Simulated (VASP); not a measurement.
# W (I4/mmm) in VASP: notebook, part 2 of 3

VASP 6.6.1. Earlier steps stand in the parts before.

**4. Electric field gradients, PBEsol (equal xx and yy strain of -1 %)**

Input file INCAR:

```
PREC     = Accurate       # precision mode
ENCUT    = 400            # plane-wave cutoff, eV
EDIFF    = 1E-8           # SCF threshold, eV
ISMEAR   = -1             # smearing method
SIGMA    = 0.05           # smearing width, eV
LREAL    = False          # projectors in reciprocal space
LASPH    = True           # aspherical terms in the spheres
NELM     = 120            # most SCF steps
ALGO     = Normal         # electronic algorithm
ISIF     = 2              # what is computed and relaxed
LWAVE    = False          # write WAVECAR
LCHARG   = False          # write CHGCAR
GGA      = PS             # functional
LEFG     = True         
NBANDS   = 13             # bands
GGA_COMPAT= False
```

Input file KPOINTS:

```
Automatic mesh
0
Gamma
  14 14 14
```

Input file POSCAR:

```
W
1.0
    0.0000000000      2.0097000000      2.0300000000
    2.0097000000      0.0000000000      2.0300000000
    2.0097000000      2.0097000000      0.0000000000
W
1
Direct
    0.0000000000      0.0000000000      0.0000000000
```

Potentials or basis: VASP PAW PBE potentials, release 64 (W_sv).

The run is started by

```sh
cat potpaw_PBE.64/W_sv/POTCAR > POTCAR
mpirun -np 1 vasp_std > vasp.out
```

OUTCAR:

```text
PREC = Accurate
   ENCUT = 400
   EDIFF = 1E-8
   ISMEAR = -1
   LREAL = False
   LASPH = True
   NELM = 120
   ISIF = 2
   GGA = PS

 ion  position               nearest neighbor table
   1  0.000  0.000  0.000-

  LATTYP: Found a body centered tetragonal cell.
 ALAT       =     2.8421449963
 C/A-ratio  =     1.4284985479

  Lattice vectors:

 A1 = (  -2.0097000000,   0.0000000000,   2.0300000000)
 A2 = (   2.0097000000,   0.0000000000,   2.0300000000)
 A3 = (   0.0000000000,   2.0097000000,  -2.0300000000)

Analysis of symmetry for initial positions (statically):
=====================================================================
 Subroutine PRICEL returns:
 Original cell was already a primitive cell.

 Routine SETGRP: Setting up the symmetry group for a
 body centered tetragonal supercell.

 Subroutine GETGRP returns: Found 16 space group operations
 (whereof 16 operations were pure point group operations)
 out of a pool of 16 trial point group operations.

The static configuration has the point symmetry D_4h.

Analysis of symmetry for dynamics (positions and initial velocities):
=====================================================================
 Subroutine PRICEL returns:
 Original cell was already a primitive cell.

 Routine SETGRP: Setting up the symmetry group for a
 body centered tetragonal supercell.

 Subroutine GETGRP returns: Found 16 space group operations
 (whereof 16 operations were pure point group operations)
 out of a pool of 16 trial point group operations.

The dynamic configuration has the point symmetry D_4h.

 Subroutine INISYM returns: Found 16 space group operations
 (whereof 16 operations are pure point group operations),
 and found     1 'primitive' translations

----------------------------------------------------------------------------------------

                                     Primitive cell

  volume of cell :      16.3979

  direct lattice vectors                    reciprocal lattice vectors
     0.000000000  2.009700000  2.030000000    -0.248793352  0.248793352  0.246305419
     2.009700000  0.000000000  2.030000000     0.248793352 -0.248793352  0.246305419
     2.009700000  2.009700000  0.000000000     0.248793352  0.248793352 -0.246305419

  length of vectors
     2.856535330  2.856535330  2.842144996     0.429491122  0.429491122  0.429491122

  position of ions in fractional coordinates (direct lattice)
     0.000000000  0.000000000  0.000000000

  ion indices of the primitive-cell ions
   primitive index   ion index
                 1           1

----------------------------------------------------------------------------------------

 KPOINTS: Automatic mesh

Automatic generation of k-mesh.
 Grid dimensions read from file:
 generate k-points for:   14   14   14

 Generating k-lattice:

  Cartesian coordinates                     Fractional coordinates (reciprocal lattice)
[... 65 lines left out ...]
   NFREE  =      0    steps in history (QN), initial steepest desc. (CG)
   ISIF   =      2    stress and relaxation
   ISYM   =      2    0-nonsym 1-usesym 2-fastsym
   POTIM  = 0.5000    time-step for ionic-motion
   TEBEG  =    0.0;   TEEND  =   0.0 temperature during run
   PSTRESS=    0.0 pullay stress
   NELECT =      14.0000    total number of electrons
   NUPDOWN=      -1.0000    fix difference up-down
   EMIN   =  10.00;   EMAX   =-10.00  energy-range for DOS
   EFERMI =   0.00;   METHOD = LEGACY
   ISMEAR =    -1;   SIGMA  =   0.05  broadening in eV -4-tet -1-fermi 0-gaus
   EFERMI_NEDOS =   21; number of points for ismear=-14 and -15
   IALGO  =     38    algorithm
   IMIX   =      4    mixing-type and parameters
     AMIX     =   0.40;   BMIX     =  1.00
     AMIX_MAG =   1.60;   BMIX_MAG =  1.00
  volume/ion in A,a.u.               =      16.40       110.66
  Fermi-wavevector in a.u.,A,eV,Ry     =   1.553059  2.934856 32.817155  2.411993
  Thomas-Fermi vector in A             =   2.657345
   LORBIT       =      0    0 simple, 1 ext, 2 COOP (PROOUT), +10 PAW based schemes
   GGA     = PS    functional components
   LHFCALC =     F    Hartree Fock is set to
   AEXX    =    0.0000 exact exchange contribution
   IVDW    =     0    specifies the selected vdW correction
   LEPSILON=     F    determine dielectric tensor
   LRPA    =     F    only Hartree local field effects (RPA)
 non-spin polarized calculation
  energy-cutoff  :      400.00
  volume of cell :       16.40
 maximum number of plane-waves:       308
   NGX =  9   NGY =  9   NGZ =  9

 number of electron      14.0000005 magnetization

 Free energy of the ion-electron system (eV)
  ---------------------------------------------------
  ext. energy  EPLUGINS =         0.00000000
  ---------------------------------------------------
  free energy    TOTEN  =       -13.30858469 eV

  energy without entropy =      -13.29842328  energy(sigma->0) =      -13.30350398

 E-fermi :  10.3096     XC(G=0): -13.5613

 val. band max:       10.3067177221   @ k =   0.2143   0.0000   0.0000
 cond. band min:      10.3148003118   @ k =  -0.4286   0.1429   0.0714
 fundamental gap:      0.0080825897
 Fermi energy:        10.3095691882

 k-point     1 :       0.0000    0.0000    0.0000
  band No.  band energies     occupation
      1     -63.3032      2.00000
      2     -26.9342      2.00000
      3     -26.9234      2.00000
      4     -26.9234      2.00000
      5       1.3189      2.00000
      6       9.6802      1.99999
      7       9.8105      1.99991
      8       9.8105      1.99991
      9      12.7848      0.00000
     10      12.9847      0.00000
     11      23.1604      0.00000
     12      28.1233      0.00000
     13      28.4536      0.00000
[... 354 lines left out ...]
  band No.  band energies     occupation
      1     -63.2407      2.00000
      2     -27.5136      2.00000
      3     -27.0771      2.00000
      4     -27.0753      2.00000
      5       4.0324      2.00000
      6       8.0200      2.00000
      7       9.8882      1.99956
      8      10.9940      0.00000
      9      12.3102      0.00000
     10      13.9802      0.00000
     11      24.9985      0.00000
     12      27.9153      0.00000
     13      30.1995      0.00000

 [... further k-points ...]
[... 5 lines left out ...]
  --------------------------------------------------------------------------------------
  -------------------------------------------------------------------------------------
  Total       -0.8114342     -0.8114342     -0.4822222      0.0000000     -0.0000000      0.0000000
  in kB      -79.2821480    -79.2821480    -47.1160982      0.0000000     -0.0000000      0.0000000
  external PRESSURE =     -68.5601314 kB  Pullay stress =       0.0000000 kB

 VOLUME and BASIS-vectors are now :
 -----------------------------------------------------------------------------
  energy-cutoff  :      400.00
  volume of cell :       16.40
      direct lattice vectors                 reciprocal lattice vectors
     0.000000000  2.009700000  2.030000000    -0.248793352  0.248793352  0.246305419
     2.009700000  0.000000000  2.030000000     0.248793352 -0.248793352  0.246305419
     2.009700000  2.009700000  0.000000000     0.248793352  0.248793352 -0.246305419

 POSITION                                       TOTAL-FORCE (eV/Angst)
 -----------------------------------------------------------------------------------
      0.00000      0.00000      0.00000         0.000000      0.000000      0.000000
 -----------------------------------------------------------------------------------
    total drift:                                0.000000      0.000000      0.000000

  FREE ENERGIE OF THE ION-ELECTRON SYSTEM (eV)
  ---------------------------------------------------
  free  energy   TOTEN  =       -13.3085846853 eV

  energy  without entropy=      -13.2984232799  energy(sigma->0) =      -13.30350398

 Electric field gradients (V/A^2)
---------------------------------------------------------------------
 ion       V_xx      V_yy      V_zz      V_xy      V_xz      V_yz
---------------------------------------------------------------------
   1       2.826     2.826    -5.652     0.001     0.000     0.000
---------------------------------------------------------------------

 Electric field gradients after diagonalization (V/A^2)
 (convention: |V_zz| > |V_xx| > |V_yy|)
----------------------------------------------------------------------
 ion       V_xx      V_yy      V_zz     asymmetry (V_yy - V_xx)/ V_zz
----------------------------------------------------------------------
   1       2.827     2.825    -5.652       0.000
----------------------------------------------------------------------

           NMR quadrupolar parameters

 Cq : quadrupolar parameter    Cq=e*Q*V_zz/h
 eta: asymmetry parameters     (V_yy - V_xx)/ V_zz
 Q  : nuclear electric quadrupole moment in mb (millibarn)
----------------------------------------------------------------------
 ion       Cq(MHz)       eta       Q (mb)
----------------------------------------------------------------------
   1      -0.014       0.000       1.000
----------------------------------------------------------------------
```

It took 54 s on 1 thread of Intel Xeon 8259CL, shared host; peak memory 0.15 GiB.

What came out:

```yaml
Free_energy: -13.3086 eV
Pressure: -6.9 GPa
Band_gap_on_the_k_mesh: zero (band 7 reaches 13.47 eV, above the bottom of band 8 at 9.81 eV)
```

Levels at points of the mesh, in eV from the Fermi level:
```tsv
k point	band 4	band 5	band 6	band 7	band 8	band 9	band 10	band 11
(0.00, 0.00, 0.00)	-37.23	-8.99	-0.63	-0.50	-0.50	2.48	2.68	12.85
(0.50, 0.00, 0.00)	-37.38	-5.60	-0.85	-0.70	0.67	5.03	5.12	10.31
(0.50, 0.50, 0.00)	-37.64	-5.49	-4.48	2.96	5.04	5.80	5.80	11.87
(0.50, 0.00, 0.50)	-37.66	-5.48	-4.51	3.16	5.02	5.73	5.90	11.63
```

Electric field gradients, principal values (V/Å²):
```tsv
atom	least	middle	greatest (by size)
1 W	2.825	2.827	-5.652
```

Caveat: the cell differs from its parent crystal (equal xx and yy strain of -1 %); without QUAD_EFG the Cq values of the log hold for a quadrupole moment of 1 mb, not for the nuclei; the PAW data sets were made with another functional, which shifts forces and pressure a little; spin-orbit coupling is left out, which moves the levels of the heavy elements.

[end of part 2 of 3]
